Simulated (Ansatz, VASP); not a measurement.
**Sb: VASP beside Ansatz**

```xyz
1
Lattice="-1.5420 1.5420 2.9460 1.5420 -1.5420 2.9460 1.5420 1.5420 -2.9460" Properties=species:S:1:pos:R:3 pbc="T T T"
Sb    0.0000    0.0000    0.0000
```

Alike in both runs: functional r2SCAN; k mesh 8 × 8 × 8; occupations gaussian, width 0.1 eV; no spin polarisation.

Ansatz relaxed the structure, and its values are those at the end. VASP's run is a single point on that final structure, the one shown.

```csv
,VASP,Ansatz
version,VASP 6.6.1,Ansatz 0.2.0
potentials or method,"VASP PAW PBE potentials, release 64 (Sb), cutoff 520 eV","scalar-relativistic, plane waves, PAW"
valence electrons in the cell,5,15
```

|  | VASP | Ansatz | Ansatz less VASP |
| --- | --- | --- | --- |
| gap on the k mesh at the Fermi level (eV) | none | none | - |
| pressure (GPa) | -0.1 | -0.1 | +0.02 |

VASP's potentials were made for PBE, not for r2SCAN. A gap of «none» marks a metal or a gap that the smearing closes. The functional is the same, so the differences come from potentials, cutoffs and numerics. VASP's potentials hold 5 valence electrons a cell and Ansatz's 15, so a difference there can come from the potentials and not from the codes.

The k mesh is coarse, so the values compare programs but aren't converged. Neither program's run includes spin-orbit coupling.
